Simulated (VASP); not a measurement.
A run of VASP 6.6.1 is set up as follows.

Contents of INCAR:

```
  ALGO = Normal
  EDIFF = 1E-6
  ENCUT = 520
  GGA = PS
  ISIF = 2
  ISMEAR = 0
  LASPH = T
  LCHARG = T
  LELF = T
  LREAL = F
  LVHAR = T
  LWAVE = F
  NBANDS = 16
  NELM = 80
  PREC = Accurate
  SIGMA = 0.01
```

The input KPOINTS:

```
k-points
0
Gamma
  6 6 6
```

POSCAR

```
ZnSe
1.0
    0.0000000000      2.9029441738      2.9029441738
    2.9029441738      0.0000000000      2.9029441738
    2.9029441738      2.9029441738      0.0000000000
Zn Se
1 1
Direct
    0.0000000000      0.0000000000      0.0000000000
    0.2500000000      0.2500000000      0.2500000000
```

Potentials or basis: VASP PAW PBE potentials, release 64 (Zn, Se).

Command:

```sh
$ cat potpaw_PBE.64/Zn/POTCAR potpaw_PBE.64/Se/POTCAR > POTCAR
$ mpirun -np 1 vasp_std > vasp.out
```

Predict the band gap on the k mesh.

0.89 eV, direct.

Estimate the pressure.

-4.6 GPa.

Caveat: the PAW data sets were made with another functional, which shifts forces and pressure a little.
